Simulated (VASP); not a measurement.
**Y2TaN3: relaxation of cell and atoms with PBE**

Y2TaN3:

```xyz
6
Lattice="3.3138 0.0000 0.0000 -1.6569 2.8698 0.0000 0.0000 0.0000 8.2088" Properties=species:S:1:pos:R:3 pbc="T T T"
Y     0.0000    1.9132    5.5284
Y     1.6569    0.9566    2.6804
Ta    0.0000    0.0000    0.0000
N     0.0000    0.0000    4.1044
N     0.0000    1.9132    1.1680
N     1.6569    0.9566    7.0408
```

The cell was built from a structure type or drawn by symmetry, and may not be a known phase.

```yaml
Program: VASP 6.6.1
Task: relaxation of cell and atoms
Functional: PBE
Potentials_or_basis: VASP PAW PBE potentials, release 64 (Y_sv, Ta_pv, N)
Cutoff: 600 eV
k_mesh: 12 × 12 × 6
Occupations: gaussian, width 0.1 eV
Spin: no spin polarisation
Dipole_correction: no
Further_INCAR_settings: ALGO = Normal; EDIFF = 1e-07; IBRION = 2; EDIFFG = -0.01; NSW = 100; ISIF = 3
```

| Quantity | Value |
| --- | --- |
| Relaxed volume | 13.01 Å³/atom |
| Relaxed cell | a = 3.319 Å, b = 3.319 Å, c = 8.179 Å, α = 90.00°, β = 90.00°, γ = 120.00° |
| Space group after relaxing (to 0.1 Å) | P-3m1 (No. 164) |
| Energy gained by relaxing | 0.4 meV/atom |
| Ionic steps | 5 |
| Pressure after relaxing | 0.0 GPa |
| Largest force after relaxing | 0.004 eV/Å |
| Band gap on the k mesh | zero (bands 24 and 25 overlap by 0.60 eV) |

Forces on the atoms (eV/Å):
```
Y    0.000  0.000 -0.001
Y    0.000  0.000  0.001
Ta   0.000  0.000  0.000
N    0.000  0.000  0.000
N    0.000  0.000 -0.004
N    0.000  0.000  0.004
```

Step by step:
```tsv
step	energy change (eV)	largest force (eV/Å)	pressure (GPa)	volume (Å³)
1	0.0000	0.1440	-0.12	78.07
2	-0.0021	0.0227	0.21	77.96
3	-0.0021	0.0071	0.25	77.94
4	-0.0020	0.0116	-0.34	78.17
5	-0.0022	0.0040	0.00	78.03
```

Final structure:
```yaml
crystal:
  lattice:
    - [3.31910, 0.00000, 0.00000]
    - [-1.65955, 2.87443, 0.00000]
    - [0.00000, 0.00000, 8.17930]
  atoms:
    - { symbol: Y, position: [0.33333, 0.66667, 0.67448] }
    - { symbol: Y, position: [0.66667, 0.33333, 0.32552] }
    - { symbol: Ta, position: [0.00000, 0.00000, 0.00000] }
    - { symbol: N, position: [0.00000, 0.00000, 0.50000] }
    - { symbol: N, position: [0.33333, 0.66667, 0.14234] }
    - { symbol: N, position: [0.66667, 0.33333, 0.85766] }
```

Levels at points of the mesh, in eV from the Fermi level:
```csv
k point,band 21,band 22,band 23,band 24,band 25,band 26,band 27,band 28
"(0.00, 0.00, 0.00)",-2.00,-1.88,-1.88,-0.17,-0.17,0.40,1.68,2.35
"(0.50, 0.00, 0.00)",-3.29,-2.36,-2.32,-2.27,1.53,1.96,2.04,2.13
"(0.00, 0.00, 0.50)",-2.99,-2.48,-2.48,-0.08,-0.08,0.44,1.26,2.51
"(0.50, 0.00, 0.50)",-3.63,-3.23,-2.51,-1.10,-0.32,2.06,2.15,3.97
```

It took 28 min on 1 thread of Intel Xeon 8259CL (shared host), peak memory 0.46 GiB.

Caveat: spin-orbit coupling is left out, which moves the levels of the heavy elements.
